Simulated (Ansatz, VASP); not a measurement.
# BaTiO3: VASP beside Ansatz

Contents of INCAR:

```
SYSTEM = BaTiO3
PREC = Accurate
ENCUT = 520
EDIFF = 1E-6
ISMEAR = 0
SIGMA = 0.05
LREAL = .FALSE.
LASPH = .TRUE.
NELM = 150
ALGO = Normal
ISIF = 2
LWAVE = .FALSE.
LCHARG = .FALSE.
LMAXMIX = 4
LDAU = .TRUE.
LDAUTYPE = 2
LDAUL = -1 2 -1
LDAUU = 0 4 0
LDAUJ = 0 0 0
LDAUPRINT = 1
GGA = PE
NBANDS = 28
```

Contents of KPOINTS:

```
Automatic mesh
0
G
  8 8 8
  0 0 0
```

Contents of POSCAR:

```
BaTiO3
1.0
    4.1295728340      0.0000000000      0.0000000000
    0.0000000000      4.1295728340      0.0000000000
    0.0000000000      0.0000000000      4.1295728340
Ba Ti O
1 1 3
Direct
    0.5001142594      0.5000000000      0.5000000000
    0.0042288083      0.0000000000      0.0000000000
    0.4931245915      0.0000000000      0.0000000000
   -0.0033786990      0.5000000000      0.0000000000
   -0.0033786990      0.0000000000      0.5000000000
```

Input for Ansatz:

```yaml
crystal:
  lattice:
    - [4.129572834, 0.0, 0.0]
    - [0.0, 4.129572834, 0.0]
    - [0.0, 0.0, 4.129572834]
  atoms:
    - { symbol: Ba, position: [0.5001142594, 0.5, 0.5] }
    - { symbol: Ti, position: [0.0042288083, 0.0, 0.0] }
    - { symbol: O, position: [0.4931245915, 0.0, 0.0] }
    - { symbol: O, position: [-0.003378699, 0.5, 0.0] }
    - { symbol: O, position: [-0.003378699, 0.0, 0.5] }
basis:
  ecutwfc: 520.0
kpoints:
  mp_grid: { grid: [8, 8, 8] }
hamiltonian:
  xc: pbe
  pseudopotentials: { kind: paw, azcp: { folder: soft_1 } }
  hubbard: { sites: [{ species: Ti, l: d, u_eff: 4.0 }] }
scf:
  occupations: { method: gaussian, width: 0.05 }
output:
  forces: true
  stress: true
  eigenvalues: true
```

Change from the starting cell: mode 1 frozen in at -0.028 Å, equal normal strain along x, y and z +0.0250.

Alike in both runs: task single point; functional PBE; k mesh 8 × 8 × 8; occupations gaussian, width 0.05 eV; no spin polarisation; Hubbard terms Ti d U = 4.0 eV.

|  | VASP | Ansatz |
| --- | --- | --- |
| version | VASP 6.6.1 | Ansatz 0.2.0 |
| potentials or method | VASP PAW PBE potentials, release 64 (Ba_sv, Ti_sv, O), cutoff 520 eV | scalar-relativistic, plane waves, PAW |
| valence electrons in the cell | 40 | 40 |

|  | VASP | Ansatz | Ansatz less VASP |
| --- | --- | --- | --- |
| gap on the k mesh at the Fermi level (eV) | 2.00 | 2.02 | +0.027 |
| least direct gap on the mesh (eV) | 2.27 | 2.27 | -0.002 |
| pressure (GPa) | -7.4 | -10.0 | -2.61 |
| traceless stress, the component that is largest in VASP (GPa) | 0.15 | 0.11 | -0.039 |
| rms of the force components (eV/Å) | 0.029 | 0.076 | +0.0468 |

The programs project onto different local orbitals, so the same U acts differently, and such runs can settle in different states. Atom by atom the forces differ by 0.047 eV/Å (rms over components).

Neither program's run includes spin-orbit coupling.
